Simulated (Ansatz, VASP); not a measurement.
# One calculation of NiO2, two programs

The input INCAR:

```
SYSTEM = NiO2
  PREC = Accurate
  ENCUT = 520
  EDIFF = 1E-7
  ISMEAR = 0
  SIGMA = 0.05
  LREAL = .FALSE.
  LASPH = .TRUE.
  NELM = 100
  ALGO = Normal
  ISIF = 2
  LWAVE = .FALSE.
  LCHARG = .FALSE.
  GGA = PS
  NBANDS = 31
```

The input KPOINTS:

```
regular mesh
0
G
  12 12 4
  0 0 0
```

The input POSCAR:

```
NiO2
1.0
    2.7833395248      0.0000000000      0.0000000000
   -1.3916697624      2.4465993769      0.0000000000
    0.0000000000      0.0000000000     10.8430490062
Ni O
2 4
Direct
    0.0000000000      0.0000000000      0.0000000000
    0.0000000000      0.0000000000      0.5000000000
    0.6666666667      0.3333333333      0.0860929541
    0.6666666667      0.3333333333      0.4139070459
    0.3333333333      0.6666666667      0.9139070459
    0.3333333333      0.6666666667      0.5860929541
```

Input for Ansatz:

```yaml
crystal:
  lattice:
    - [2.7833395248, 0.0, 0.0]
    - [-1.3916697624, 2.4465993769, 0.0]
    - [0.0, 0.0, 10.8430490062]
  atoms:
    - { symbol: Ni, position: [0.0, 0.0, 0.0] }
    - { symbol: Ni, position: [0.0, 0.0, 0.5] }
    - { symbol: O, position: [0.6666666667, 0.3333333333, 0.0860929541] }
    - { symbol: O, position: [0.6666666667, 0.3333333333, 0.4139070459] }
    - { symbol: O, position: [0.3333333333, 0.6666666667, 0.9139070459] }
    - { symbol: O, position: [0.3333333333, 0.6666666667, 0.5860929541] }
basis:
  ecutwfc: 420
kpoints:
  mp_grid: { grid: [12, 12, 4] }
hamiltonian:
  xc: pbesol
scf:
  occupations: { method: gaussian, width: 0.05 }
output:
  forces: true
  stress: true
  eigenvalues: true
```

Change from the starting cell: strain +0.0150 x Voigt [0, 1, 0, 0, 0, 0], atoms carried along.

Alike in both runs: task single point; functional PBEsol; k mesh 12 × 12 × 4; occupations gaussian, width 0.05 eV; no spin polarisation.

|  | VASP | Ansatz |
| --- | --- | --- |
| version | VASP 6.6.1 | Ansatz 0.2.0 |
| potentials or method | VASP PAW PBE potentials, release 64 (Ni, O), cutoff 520 eV | scalar-relativistic, plane waves, PAW |
| valence electrons in the cell | 44 | 60 |

|  | VASP | Ansatz | Ansatz less VASP |
| --- | --- | --- | --- |
| gap on the k mesh at the Fermi level (eV) | 1.07 | 1.09 | +0.018 |
| least direct gap on the mesh (eV) | 1.33 | 1.35 | +0.018 |
| pressure (GPa) | -2.2 | -2.8 | -0.56 |
| traceless stress, the component that is largest in VASP (GPa) | -2.28 | -2.43 | -0.150 |
| rms of the force components (eV/Å) | 0.064 | 0.089 | +0.0254 |

VASP's potentials were made for PBE, not for PBEsol. Atom by atom the forces differ by 0.029 eV/Å (rms over components). VASP's potentials hold 44 valence electrons a cell and Ansatz's 60, so a difference there can come from the potentials and not from the codes.
